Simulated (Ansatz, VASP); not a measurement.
NaH: VASP beside Ansatz

File INCAR:

```
SYSTEM = NaH
ALGO = Normal
EDIFF = 1E-6
ENCUT = 520
GGA = RP
ISIF = 2
ISMEAR = -1
IVDW = 13
LASPH = .TRUE.
LCHARG = .FALSE.
LREAL = .FALSE.
LWAVE = .FALSE.
NBANDS = 11
NELM = 80
PREC = Accurate
SIGMA = 0.02
```

KPOINTS

```
k-points
0
G
  9 9 9
  0 0 0
```

POSCAR

```
NaH
1.0
    0.0000000000      2.4400000000      2.4400000000
    2.4400000000      0.0000000000      2.4400000000
    2.4400000000      2.4400000000      0.0000000000
Na H
1 1
Direct
    0.0000000000      0.0000000000      0.0000000000
    0.5000000000      0.5000000000      0.5000000000
```

input.yaml

```yaml
crystal:
  lattice:
    - [0.0, 2.44, 2.44]
    - [2.44, 0.0, 2.44]
    - [2.44, 2.44, 0.0]
  atoms:
    - { symbol: Na, position: [0.0, 0.0, 0.0] }
    - { symbol: H, position: [0.5, 0.5, 0.5] }
kpoints:
  mp_grid: { grid: [9, 9, 9] }
scf:
  occupations: { method: fermi_dirac, width: 0.02 }
hamiltonian:
  xc: rpbe
  dispersion: d4
  pseudopotentials: { kind: all_electron, lapw: { basis_error: 0.001 } }
output:
  forces: true
  stress: true
  eigenvalues: true
```

Alike in both runs: task single point; functional RPBE; dispersion D4; k mesh 9 × 9 × 9; occupations fermi-dirac, width 0.02 eV; no spin polarisation.

|  | VASP | Ansatz |
| --- | --- | --- |
| version | VASP 6.6.1 | Ansatz 0.2.0 |
| potentials or method | VASP PAW PBE potentials, release 64 (Na_pv, H), cutoff 520 eV | all-electron LAPW, scalar-relativistic |

```tsv
	VASP	Ansatz	Ansatz less VASP
gap on the k mesh at the Fermi level (eV)	4.22	4.22	+0.001
least direct gap on the mesh (eV)	4.88	4.89	+0.004
pressure (GPa)	-0.4	-0.3	+0.06
```

VASP's potentials were made for PBE, not for RPBE. Ansatz ran all-electron here, and VASP with PAW potentials.
